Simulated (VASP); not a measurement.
NiO, 2 atoms in the cell. The structure is cubic, space group Fm-3m (No. 225). The conventional cell has a = 4.144 Å, b = 4.144 Å, c = 4.144 Å, α = 90.00°, β = 90.00°, γ = 90.00°. Within 2.7 Å of Ni (site symmetry m-3m) lie 6 O at 2.07 Å. Within 2.7 Å of O (site symmetry m-3m) lie 6 Ni at 2.07 Å. 

- Program: VASP 6.6.1
- Task: single point
- Functional: RPBE
- Potentials or basis: VASP PAW PBE potentials, release 64 (Ni, O)
- Cutoff: 520 eV
- k mesh: 11 × 11 × 11
- Occupations: fermi-dirac, width 0.05 eV
- Spin: collinear spin, ferromagnetic start
- Starting moments: [1.0, 0.0] μB
- Dipole correction: no
- Further INCAR settings: ALGO = Normal; EDIFF = 1e-07; NBANDS = 19

Potentials or basis: VASP PAW PBE potentials, release 64 (Ni, O).

Command:

```sh
$ cat potpaw_PBE.64/Ni/POTCAR potpaw_PBE.64/O/POTCAR > POTCAR
$ mpirun -np 1 vasp_std > vasp.out
```

Hardware: 1 thread of Intel Xeon 8259CL (shared host).

Task: How long does it take, and how much memory?

Result: It took 61 s on 1 thread of Intel Xeon 8259CL (shared host), peak memory 0.17 GiB. Counts: scf iterations 16, k points 56.
